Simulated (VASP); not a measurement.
# HfC in VASP: further runs

The runs below take HfC through electric field gradients, with LDA.

All numbers are computed with VASP 6.6.1; they aren't measurements. Logs are shortened: lines on timing, memory, paths and dates and some standing lists are left out, and cuts for length are marked.

**1. The cell of the first run**

Symmetry: R-3m, No. 166, trigonal system. The conventional cell has a = 3.255 Å, b = 3.255 Å, c = 8.215 Å, α = 90.00°, β = 90.00°, γ = 120.00°. Within 3.1 Å of Hf (site symmetry -3m) lie 6 C at 2.33 Å. C (site symmetry -3m) has 6 Hf at 2.33 Å within 3.1 Å.

**2. Electric field gradients, LDA (equal xy, yz and zx shear strains of +2 %)**

INCAR reads:

```
SYSTEM = HfC
  PREC = Accurate
  ENCUT = 520
  EDIFF = 1E-8
  ISMEAR = -1
  SIGMA = 0.05
  LREAL = .False.
  LASPH = .True.
  NELM = 100
  ALGO = Normal
  ISIF = 2
  LWAVE = .False.
  LCHARG = .False.
  GGA = CA
  LEFG = .True.
  NBANDS = 14
```

KPOINTS reads:

```
Automatic mesh
0
Gamma
  12 12 12
  0 0 0
```

POSCAR reads:

```
HfC
1.0
    0.0465000000      2.3482500000      2.3482500000
    2.3482500000      0.0465000000      2.3482500000
    2.3482500000      2.3482500000      0.0465000000
Hf C
1 1
Direct
    0.5000000000      0.5000000000      0.5000000000
    0.0000000000      0.0000000000      0.0000000000
```

Potentials or basis: VASP PAW LDA potentials, release 64 (Hf_pv, C).

Started as:

```sh
> cat potpaw_LDA.64/Hf_pv/POTCAR potpaw_LDA.64/C/POTCAR > POTCAR
> mpirun -np 1 vasp_std > vasp.out
```

OUTCAR:

```text
SYSTEM = HfC
   PREC = Accurate
   ENCUT = 520
   EDIFF = 1E-8
   ISMEAR = -1
   LREAL = .False.
   LASPH = .True.
   NELM = 100
   ISIF = 2
   GGA = CA

 ion  position               nearest neighbor table
   1  0.500  0.500  0.500-   2 2.33   2 2.33   2 2.33   2 2.33   2 2.33   2 2.33
   2  0.000  0.000  0.000-   1 2.33   1 2.33   1 2.33   1 2.33   1 2.33   1 2.33

  LATTYP: Found a trigonal (rhomboedric) cell.
 ALAT       =     3.3212525310
 COS(alpha) =     0.5197000882

  Lattice vectors:

 A1 = (   0.0465000000,   2.3482500000,   2.3482500000)
 A2 = (   2.3482500000,   0.0465000000,   2.3482500000)
 A3 = (   2.3482500000,   2.3482500000,   0.0465000000)

Analysis of symmetry for initial positions (statically):
=====================================================================
 Subroutine PRICEL returns:
 Original cell was already a primitive cell.

 Routine SETGRP: Setting up the symmetry group for a
 trigonal (rhombohedral) supercell.

 Subroutine GETGRP returns: Found 12 space group operations
 (whereof 12 operations were pure point group operations)
 out of a pool of 12 trial point group operations.

The static configuration has the point symmetry D_3d.

Analysis of symmetry for dynamics (positions and initial velocities):
=====================================================================
 Subroutine PRICEL returns:
 Original cell was already a primitive cell.

 Routine SETGRP: Setting up the symmetry group for a
 trigonal (rhombohedral) supercell.

 Subroutine GETGRP returns: Found 12 space group operations
 (whereof 12 operations were pure point group operations)
 out of a pool of 12 trial point group operations.

The dynamic configuration has the point symmetry D_3d.

 Subroutine INISYM returns: Found 12 space group operations
 (whereof 12 operations are pure point group operations),
 and found     1 'primitive' translations

----------------------------------------------------------------------------------------

                                     Primitive cell

  volume of cell :      25.1287

  direct lattice vectors                    reciprocal lattice vectors
     0.046500000  2.348250000  2.348250000    -0.219355691  0.215096357  0.215096357
[... 137 lines left out ...]
 cond. band min:       5.8669736397   @ k =  -0.4167  -0.4167   0.0833
 fundamental gap:      0.0336263985
 Fermi energy:         5.8596038003

 k-point     1 :       0.0000    0.0000    0.0000
  band No.  band energies     occupation
      1     -23.5682      2.00000
      2     -23.5412      2.00000
      3     -23.5412      2.00000
      4      -6.2951      2.00000
      5       6.7398      0.00000
      6       6.8612      0.00000
      7       6.9472      0.00000
      8       6.9472      0.00000
      9       7.2822      0.00000
     10       7.2822      0.00000
     11       9.1873      0.00000
     12       9.1873      0.00000
     13      12.8225      0.00000
     14      16.9065      0.00000
[... 377 lines left out ...]
      1     -24.1833      2.00000
      2     -23.7528      2.00000
      3     -23.6544      2.00000
      4      -2.8502      2.00000
      5       0.4578      2.00000
      6       2.9883      2.00000
      7       3.1444      2.00000
      8      10.1409      0.00000
      9      10.5654      0.00000
     10      11.1153      0.00000
     11      14.5258      0.00000
     12      15.8760      0.00000
     13      16.7787      0.00000
     14      18.6781      0.00000

 [... further k-points ...]

------------------------ aborting loop because EDIFF is reached ----------------------------------------

  FORCE on cell =-STRESS in cart. coord.  units (eV):
  Direction    XX          YY          ZZ          XY          YZ          ZX
  --------------------------------------------------------------------------------------
  -------------------------------------------------------------------------------------
  Total       -1.8019952     -1.8019952     -1.8019952     -0.5549515     -0.5549515     -0.5549515
  in kB     -114.8933187   -114.8933187   -114.8933187    -35.3831273    -35.3831273    -35.3831273
  external PRESSURE =    -114.8933187 kB  Pullay stress =       0.0000000 kB

 VOLUME and BASIS-vectors are now :
 -----------------------------------------------------------------------------
  energy-cutoff  :      520.00
  volume of cell :       25.13
      direct lattice vectors                 reciprocal lattice vectors
     0.046500000  2.348250000  2.348250000    -0.219355691  0.215096357  0.215096357
     2.348250000  0.046500000  2.348250000     0.215096357 -0.219355691  0.215096357
     2.348250000  2.348250000  0.046500000     0.215096357  0.215096357 -0.219355691

 POSITION                                       TOTAL-FORCE (eV/Angst)
 -----------------------------------------------------------------------------------
      2.37150      2.37150      2.37150         0.000000     -0.000000      0.000000
      0.00000      0.00000      0.00000        -0.000000      0.000000     -0.000000
 -----------------------------------------------------------------------------------
    total drift:                                0.000000      0.000000      0.000000

  FREE ENERGIE OF THE ION-ELECTRON SYSTEM (eV)
  ---------------------------------------------------
  free  energy   TOTEN  =       -22.8361012124 eV

  energy  without entropy=      -22.8335977927  energy(sigma->0) =      -22.83484950

 Electric field gradients (V/A^2)
---------------------------------------------------------------------
 ion       V_xx      V_yy      V_zz      V_xy      V_xz      V_yz
---------------------------------------------------------------------
   1       0.000    -0.000    -0.000    -0.573    -0.573    -0.573
   2       0.000     0.000    -0.000    -0.186    -0.186    -0.186
---------------------------------------------------------------------

 Electric field gradients after diagonalization (V/A^2)
 (convention: |V_zz| > |V_xx| > |V_yy|)
----------------------------------------------------------------------
 ion       V_xx      V_yy      V_zz     asymmetry (V_yy - V_xx)/ V_zz
----------------------------------------------------------------------
   1       0.573     0.573    -1.146       0.000
   2       0.186     0.186    -0.371       0.000
----------------------------------------------------------------------

           NMR quadrupolar parameters

 Cq : quadrupolar parameter    Cq=e*Q*V_zz/h
 eta: asymmetry parameters     (V_yy - V_xx)/ V_zz
 Q  : nuclear electric quadrupole moment in mb (millibarn)
----------------------------------------------------------------------
 ion       Cq(MHz)       eta       Q (mb)
----------------------------------------------------------------------
   1      -0.003       0.000       1.000
   2      -0.001       0.000       1.000
----------------------------------------------------------------------
```

Run time: 50 s. Hardware: 1 thread of Intel Xeon Platinum 8488C (Sapphire Rapids), shared host; peak memory 0.19 GiB.

What came out:

```yaml
Free_energy: -22.8361 eV
Pressure: -11.5 GPa
Band_gap_on_the_k_mesh: zero (band 7 reaches 6.95 eV, above the bottom of band 8 at 5.54 eV)
```

Stress tensor (GPa, compression positive):
```
-11.49  -3.54  -3.54
 -3.54 -11.49  -3.54
 -3.54  -3.54 -11.49
```

Levels at points of the mesh, in eV from the Fermi level:
```
           k point  band 5  band 6  band 7  band 8  band 9  band 10
(0.00, 0.00, 0.00)    0.88    1.00    1.09    1.09    1.42     1.42
(0.50, 0.00, 0.00)   -6.12   -3.20   -2.90    4.89    5.46     5.87
(0.50, 0.50, 0.00)   -2.51   -1.84   -0.15    0.04    5.22     6.57
(0.50, 0.50, 0.50)   -6.19   -2.82   -2.82    5.05    5.05     5.56
```

Electric field gradients, principal values (V/Å²):
| atom | least | middle | greatest (by size) |
| --- | --- | --- | --- |
| 1 Hf | 0.573 | 0.573 | -1.146 |
| 2 C | 0.186 | 0.186 | -0.371 |

Caveat: the cell differs from its parent crystal (equal xy, yz and zx shear strains of +2 %); without QUAD_EFG the Cq values of the log hold for a quadrupole moment of 1 mb, not for the nuclei; spin-orbit coupling is left out, which moves the levels of the heavy elements.

**3. Electric field gradients, LDA (equal xx and yy strain of -2 %)**

INCAR reads:

```
SYSTEM = HfC
ALGO = Normal
EDIFF = 1E-8
ENCUT = 520
GGA = CA
ISIF = 2
ISMEAR = -1
LASPH = .True.
LCHARG = .False.
LEFG = .True.
LREAL = .False.
LWAVE = .False.
NBANDS = 14
NELM = 60
PREC = Accurate
SIGMA = 0.05
```

KPOINTS reads:

```
k-points
0
Gamma
  12 12 12
  0 0 0
```

POSCAR reads:

```
HfC
1.0
    0.0000000000      2.2785000000      2.3250000000
    2.2785000000      0.0000000000      2.3250000000
    2.2785000000      2.2785000000      0.0000000000
Hf C
1 1
Direct
    0.5000000000      0.5000000000      0.5000000000
    0.0000000000      0.0000000000      0.0000000000
```

Potentials or basis: VASP PAW LDA potentials, release 64 (Hf_pv, C).

Started as:

```sh
> cat potpaw_LDA.64/Hf_pv/POTCAR potpaw_LDA.64/C/POTCAR > POTCAR
> mpirun -np 1 vasp_std > vasp.out
```

OUTCAR:

```text
SYSTEM = HfC
   EDIFF = 1E-8
   ENCUT = 520
   GGA = CA
   ISIF = 2
   ISMEAR = -1
   LASPH = .True.
   LREAL = .False.
   NELM = 60
   PREC = Accurate

 ion  position               nearest neighbor table
   1  0.500  0.500  0.500-   2 2.28   2 2.28   2 2.28   2 2.28   2 2.33   2 2.33
   2  0.000  0.000  0.000-   1 2.28   1 2.28   1 2.28   1 2.28   1 2.33   1 2.33

  LATTYP: Found a body centered tetragonal cell.
 ALAT       =     3.2222856019
 C/A-ratio  =     1.4430750636

  Lattice vectors:

 A1 = (  -2.2785000000,   0.0000000000,   2.3250000000)
 A2 = (   2.2785000000,   0.0000000000,   2.3250000000)
 A3 = (   0.0000000000,   2.2785000000,  -2.3250000000)

Analysis of symmetry for initial positions (statically):
=====================================================================
 Subroutine PRICEL returns:
 Original cell was already a primitive cell.

 Routine SETGRP: Setting up the symmetry group for a
[... 598 lines left out ...]
      direct lattice vectors                 reciprocal lattice vectors
     0.000000000  2.278500000  2.325000000    -0.219442616  0.219442616  0.215053763
     2.278500000  0.000000000  2.325000000     0.219442616 -0.219442616  0.215053763
     2.278500000  2.278500000  0.000000000     0.219442616  0.219442616 -0.215053763

 POSITION                                       TOTAL-FORCE (eV/Angst)
 -----------------------------------------------------------------------------------
      2.27850      2.27850      2.32500        -0.000000      0.000000      0.000000
      0.00000      0.00000      0.00000         0.000000     -0.000000     -0.000000
 -----------------------------------------------------------------------------------
    total drift:                                0.000000     -0.000000      0.000000

  FREE ENERGIE OF THE ION-ELECTRON SYSTEM (eV)
  ---------------------------------------------------
  free  energy   TOTEN  =       -22.8852574790 eV

  energy  without entropy=      -22.8826777824  energy(sigma->0) =      -22.88396763

 Electric field gradients (V/A^2)
---------------------------------------------------------------------
 ion       V_xx      V_yy      V_zz      V_xy      V_xz      V_yz
---------------------------------------------------------------------
   1     -33.977   -33.977    67.954    -0.000    -0.000    -0.000
   2      -1.414    -1.414     2.828     0.001     0.000     0.000
---------------------------------------------------------------------

 Electric field gradients after diagonalization (V/A^2)
 (convention: |V_zz| > |V_xx| > |V_yy|)
----------------------------------------------------------------------
 ion       V_xx      V_yy      V_zz     asymmetry (V_yy - V_xx)/ V_zz
----------------------------------------------------------------------
   1     -33.977   -33.976    67.954       0.000
   2      -1.415    -1.413     2.828       0.000
----------------------------------------------------------------------

           NMR quadrupolar parameters

 Cq : quadrupolar parameter    Cq=e*Q*V_zz/h
 eta: asymmetry parameters     (V_yy - V_xx)/ V_zz
 Q  : nuclear electric quadrupole moment in mb (millibarn)
----------------------------------------------------------------------
 ion       Cq(MHz)       eta       Q (mb)
----------------------------------------------------------------------
   1       0.164       0.000       1.000
   2       0.007       0.000       1.000
----------------------------------------------------------------------
```

OSZICAR:

```text
N       E                     dE             d eps       ncg     rms          rms(c)
DAV:   1     0.208722571567E+02    0.20872E+02   -0.77011E+03  4580   0.983E+02
DAV:   2    -0.246004479294E+02   -0.45473E+02   -0.42789E+02  5936   0.202E+02
DAV:   3    -0.260266985859E+02   -0.14263E+01   -0.14222E+01  5502   0.259E+01
DAV:   4    -0.260326682862E+02   -0.59697E-02   -0.59693E-02  5442   0.208E+00
DAV:   5    -0.260327051932E+02   -0.36907E-04   -0.36908E-04  5546   0.147E-01    0.624E+01
DAV:   6    -0.229694101153E+02    0.30633E+01   -0.12205E+01  5344   0.183E+01    0.442E+01
DAV:   7    -0.229061383357E+02    0.63272E-01   -0.68574E-01  5692   0.529E+00    0.254E+01
DAV:   8    -0.228932722676E+02    0.12866E-01   -0.95789E-02  5542   0.196E+00    0.583E+00
DAV:   9    -0.228857747328E+02    0.74975E-02   -0.32827E-02  5248   0.907E-01    0.193E+00
DAV:  10    -0.228852606342E+02    0.51410E-03   -0.20604E-03  5482   0.313E-01    0.572E-02
DAV:  11    -0.228852582855E+02    0.23487E-05   -0.93445E-05  5314   0.771E-02    0.870E-02
DAV:  12    -0.228852577122E+02    0.57322E-06   -0.13034E-06  5714   0.932E-03    0.262E-02
DAV:  13    -0.228852574478E+02    0.26445E-06   -0.96904E-07  5572   0.486E-03    0.225E-03
DAV:  14    -0.228852574754E+02   -0.27620E-07   -0.25005E-08  5188   0.120E-03    0.101E-03
DAV:  15    -0.228852574790E+02   -0.35684E-08   -0.41359E-10  3260   0.170E-04
   1 F= -.22885257E+02 E0= -.22883968E+02  d E =-.257970E-02
```

Run time: 34 s. Hardware: 1 thread of AMD EPYC 7R13 (Zen 3), shared host; peak memory 0.14 GiB.

Results:

```
Free energy            : -22.8853 eV
Pressure               : -1.7 GPa
Band gap on the k mesh : zero (band 7 reaches 7.26 eV, above the bottom of band 8 at 5.73 eV)
```

Stress tensor (GPa, compression positive):
```
 1.31  0.00  0.00
 0.00  1.31  0.00
 0.00  0.00 -7.71
```

Electric field gradients, principal values (V/Å²):
```
atom    least   middle  greatest (by size)
1 Hf  -33.976  -33.977              67.954
 2 C   -1.413   -1.415               2.828
```

Caveat: the cell differs from its parent crystal (equal xx and yy strain of -2 %); without QUAD_EFG the Cq values of the log hold for a quadrupole moment of 1 mb, not for the nuclei; spin-orbit coupling is left out, which moves the levels of the heavy elements.

(Continued in part 2 of 2.)
